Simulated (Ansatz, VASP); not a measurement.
Two plane-wave programs on Li

INCAR

```
ALGO = Normal ; EDIFF = 1E-6
EDIFFG = -0.01 ; ENCUT = 600
GGA = CA ; IBRION = 2
ISIF = 3 ; ISMEAR = 1
LASPH = True ; LCHARG = False
LREAL = False ; LWAVE = False
NELM = 60 ; NSW = 50
PREC = Accurate ; SIGMA = 0.1
```

The input KPOINTS:

```
k-points
0
Gamma
  9 9 5
```

Contents of POSCAR:

```
Li
1.0
    3.1110000000      0.0000000000      0.0000000000
   -1.5555000000      2.6942050312      0.0000000000
    0.0000000000      0.0000000000      5.0930000000
Li
2
Direct
    0.3333333333      0.6666666667      0.2500000000
    0.6666666667      0.3333333333      0.7500000000
```

Input for Ansatz:

```yaml
crystal:
  lattice:
    a: 3.111
    b: 3.111
    c: 5.093
    alpha: 90.0
    beta: 90.0
    gamma: 120.0
  space_group: 194
  atoms:
    - { symbol: Li, position: [0.3333333333333333, 0.6666666666666666, 0.25] }
basis:
  ecutwfc: 653.073269903712
kpoints:
  mp_grid:
    grid: [9, 9, 5]
    shift: [0.0, 0.0, 0.0]
hamiltonian:
  xc: lda
  dispersion: none
scf:
  occupations:
    method: methfessel_paxton
    width: 0.1
relax:
  max_steps: 30
  cell: {}
```

Alike in both runs: task relaxation of cell and atoms; functional LDA; k mesh 9 × 9 × 5; occupations methfessel-paxton of order 1, width 0.1 eV; no spin polarisation.

|  | VASP | Ansatz |
| --- | --- | --- |
| version | VASP 6.6.1 | Ansatz 0.2.0 |
| potentials or method | VASP PAW LDA potentials, release 64 (Li_sv), cutoff 600 eV | plane waves, PAW |
| valence electrons in the cell | 6 | 6 |

Ansatz gave:

| Property | Result |
| --- | --- |
| relaxed volume (Å³/atom) | 18.96 |
| relaxed cell length with the largest relative difference (Å) | 5.021 |

Task: Estimate VASP's values.

Result: Relaxed volume (Å³/atom): 18.68; relaxed cell length with the largest relative difference (Å): 4.994.

LDA's correlation is that of Perdew and Zunger in VASP and of Perdew and Wang (1992) in Ansatz.

Noted on VASP's run: the cutoff is short for stress, so the pressure is rough.
